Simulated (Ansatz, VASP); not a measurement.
**One calculation of Hf3H, two programs**

```
CELL_PARAMETERS angstrom
3.17153 0.00000 0.00000
-1.58576 2.74662 0.00000
0.00000 0.00000 21.91062
ATOMIC_POSITIONS crystal
Hf 0.66667 0.33333 0.18256
Hf 0.33333 0.66667 0.29466
Hf 0.00000 0.00000 0.40668
H 0.66667 0.33333 0.54862
```

Alike in both runs: task single point; functional PBE; k mesh 9 × 9 × 1; occupations gaussian, width 0.1 eV; collinear spin.

|  | VASP | Ansatz |
| --- | --- | --- |
| version | VASP 6.6.1 | Ansatz 0.2.0 |
| potentials or method | VASP PAW PBE potentials, release 64 (Hf_pv, H), cutoff 520 eV | scalar-relativistic, plane waves, PAW |
| valence electrons in the cell | 31 | 79 |

```tsv
	VASP	Ansatz	Ansatz less VASP
gap on the k mesh at the Fermi level (eV)	none	none	-
rms of the force components (eV/Å)	0.363	0.366	+0.0029
net moment per atom (μB)	0.00	0.10	+0.096
size of the moment on the site where the two differ most (μB)	0.29	0.65	+0.369
```

Site moments also hang on the region over which each program counts them. Atom by atom the forces differ by 0.013 eV/Å (rms over components). A gap of «none» marks a metal or a gap that the smearing closes. VASP's potentials hold 31 valence electrons a cell and Ansatz's 79, so a difference there can come from the potentials and not from the codes. Ansatz's warnings: xc potential rough in thin density.

Neither program's run includes spin-orbit coupling.
